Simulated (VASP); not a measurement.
Wanted: the native input for a VASP 6.6.1 run.

| Quantity | Value |
| --- | --- |
| Task | single point |
| Functional | LDA |
| Potentials or basis | VASP PAW LDA potentials, release 64 (Ir, P) |
| Cutoff | 500 eV |
| k mesh | 14 × 14 × 14 |
| Occupations | fermi-dirac, width 0.08 eV |
| Spin | no spin polarisation |
| Dipole correction | no |
| Further INCAR settings | ALGO = Normal; EDIFF = 1e-06; NBANDS = 14 |

The structure of PIr (rocksalt type) lies in POSCAR:

```
PIr
1.0
    0.0000000000      2.2524383660      2.2524383660
    2.2524383660      0.0000000000      2.2524383660
    2.2524383660      2.2524383660      0.0000000000
Ir P
1 1
Direct
    0.0000000000      0.0000000000      0.0000000000
    0.5000000000      0.5000000000      0.5000000000
```

This cell differs from its parent crystal: volume scaled by 0.8.

The input as run:

INCAR

```
  PREC = Accurate
  ENCUT = 500
  EDIFF = 1E-6
  ISMEAR = -1
  SIGMA = 0.08
  LREAL = False
  LASPH = True
  NELM = 120
  ALGO = Normal
  ISIF = 2
  LWAVE = False
  LCHARG = False
  NBANDS = 14
  GGA_COMPAT = False
```

KPOINTS

```
Automatic mesh
0
Gamma
  14 14 14
```

Potentials or basis: VASP PAW LDA potentials, release 64 (Ir, P).

Launch:

```bash
$ cat potpaw_LDA.64/Ir/POTCAR potpaw_LDA.64/P/POTCAR > POTCAR
$ mpirun -np 1 vasp_std > vasp.out
```

It gave:

The pressure is 93.9 GPa. The band gap on the k mesh is zero (band 7 reaches 14.54 eV, above the bottom of band 8 at 12.34 eV).

Caveat: spin-orbit coupling is left out, which moves the levels of the heavy elements.

Wall time 38 s on 1 thread of Intel Xeon 8259CL, on a shared host, peak memory 0.16 GiB.
